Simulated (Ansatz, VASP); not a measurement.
Two plane-wave programs on GaN

```
Ga N
1.0
     0.00000    2.25350    2.25350
     2.25350    0.00000    2.25350
     2.25350    2.25350    0.00000
Ga N
1 1
Direct
  0.00000 0.00000 0.00000
  0.75000 0.75000 0.75000
```

Alike in both runs: task single point; functional r2SCAN; k mesh 10 × 10 × 10; occupations gaussian, width 0.02 eV; no spin polarisation.

```csv
,VASP,Ansatz
version,VASP 6.6.1,Ansatz 0.2.0
potentials or method,"VASP PAW PBE potentials, release 64 (Ga_d, N), cutoff 520 eV","scalar-relativistic, plane waves, PAW"
valence electrons in the cell,18,18
```

Ansatz gave:

```
gap on the k mesh at the Fermi level (eV) : 2.13
least direct gap on the mesh (eV)         : 2.13
pressure (GPa)                            : -1.2
```

Q: Estimate VASP's values.

A: gap on the k mesh at the Fermi level (eV): 2.12; least direct gap on the mesh (eV): 2.12; pressure (GPa): -0.1.

VASP's potentials were made for PBE, not for r2SCAN.
